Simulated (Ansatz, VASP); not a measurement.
# Al: VASP beside Ansatz

The input INCAR:

```
SYSTEM = Al
ALGO = Normal
EDIFF = 1E-6
ENCUT = 520
GGA = PS
ISIF = 2
ISMEAR = 0
IVDW = 12
LASPH = .True.
LCHARG = .False.
LREAL = .False.
LWAVE = .False.
NBANDS = 14
NELM = 60
PREC = Accurate
SIGMA = 0.15
```

Contents of KPOINTS:

```
k-points
0
Gamma
  18 18 6
  0 0 0
```

Contents of POSCAR:

```
Al
1.0
    2.8951066643      0.0000000000      0.0000000000
   -1.4475533321      2.5072359179      0.0000000000
    0.0000000000      0.0000000000      8.9470376352
Al
4
Direct
    0.0000000000      0.0000000000      0.0000000000
    0.3333333333      0.6666666667      0.2500000000
    0.0000000000      0.0000000000      0.5000000000
    0.6666666667      0.3333333333      0.7500000000
```

Input for Ansatz:

```yaml
crystal:
  lattice:
    - [2.8951066643, 0.0, 0.0]
    - [-1.4475533321, 2.5072359179, 0.0]
    - [0.0, 0.0, 8.9470376352]
  atoms:
    - { symbol: Al, position: [0.0, 0.0, 0.0] }
    - { symbol: Al, position: [0.3333333333, 0.6666666667, 0.25] }
    - { symbol: Al, position: [0.0, 0.0, 0.5] }
    - { symbol: Al, position: [0.6666666667, 0.3333333333, 0.75] }
basis:
  ecutwfc: 420
kpoints:
  mp_grid: { grid: [18, 18, 6] }
hamiltonian:
  xc: pbesol
  pseudopotentials: { kind: paw, azcp: { folder: soft_1 } }
  dispersion: d3bj
scf:
  occupations: { method: gaussian, width: 0.15 }
output:
  forces: true
  stress: true
  eigenvalues: true
```

Alike in both runs: task single point; functional PBEsol; dispersion D3(BJ); k mesh 18 × 18 × 6; occupations gaussian, width 0.15 eV; no spin polarisation.

|  | VASP | Ansatz |
| --- | --- | --- |
| version | VASP 6.6.1 | Ansatz 0.2.0 |
| potentials or method | VASP PAW PBE potentials, release 64 (Al), cutoff 520 eV | scalar-relativistic, plane waves, PAW |
| valence electrons in the cell | 12 | 12 |

VASP gave:

| Item | Value |
| --- | --- |
| gap on the k mesh at the Fermi level (eV) | none |
| pressure (GPa) | -2.8 |
| traceless stress, the component that is largest in VASP (GPa) | 2.75 |

Task: Which values does Ansatz return?

Result: gap on the k mesh at the Fermi level (eV): none; pressure (GPa): -2.9; traceless stress, the component that is largest in VASP (GPa): 2.73.

VASP's potentials were made for PBE, not for PBEsol, and Ansatz warns of the same on its side. A gap of «none» marks a metal or a gap that the smearing closes.
